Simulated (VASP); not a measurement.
Wanted: the native input for a VASP 6.6.1 run.

```
Task                   : single point
Functional             : PBEsol
Potentials or basis    : VASP PAW PBE potentials, release 64 (Zn)
Cutoff                 : 520 eV
k mesh                 : 12 × 12 × 12
Occupations            : fermi-dirac, width 0.05 eV
Spin                   : no spin polarisation
Dipole correction      : no
Further INCAR settings : ALGO = Fast; EDIFF = 1e-06; NBANDS = 12
```

The structure of Zn lies in POSCAR:

```
Zn
1.0
   -1.5271390000      1.5617310000      1.5269050000
    1.4864710000     -1.6587790000      1.5832850000
    1.5658470000      1.6974880000     -1.6239530000
Zn
1
Direct
    0.0197600000     -0.0046890000      0.0109340000
```

This cell differs from its parent crystal: the cell strained at random.

The input as run:

INCAR

```
PREC = Accurate
ENCUT = 520
EDIFF = 1E-6
ISMEAR = -1
SIGMA = 0.05
LREAL = F
LASPH = T
NELM = 100
ALGO = Fast
ISIF = 2
LWAVE = F
LCHARG = T
GGA = PS
LELF = T
LVHAR = T
NBANDS = 12
```

KPOINTS

```
regular mesh
0
Gamma
  12 12 12
```

Potentials or basis: VASP PAW PBE potentials, release 64 (Zn).

Run with:

```bash
$ cat potpaw_PBE.64/Zn/POTCAR > POTCAR
$ mpirun -np 1 vasp_std > vasp.out
```

Results of the run:

```
Pressure               : -4.6 GPa
Band gap on the k mesh : zero (band 6 reaches 6.09 eV, above the bottom of band 7 at 1.05 eV)
```

Caveat: the cell differs from its parent crystal (the cell strained at random); the PAW data sets were made with another functional, which shifts forces and pressure a little.

Run time: 4.3 min on 1 thread of AMD EPYC 7R13, on a shared host, peak memory 0.23 GiB.
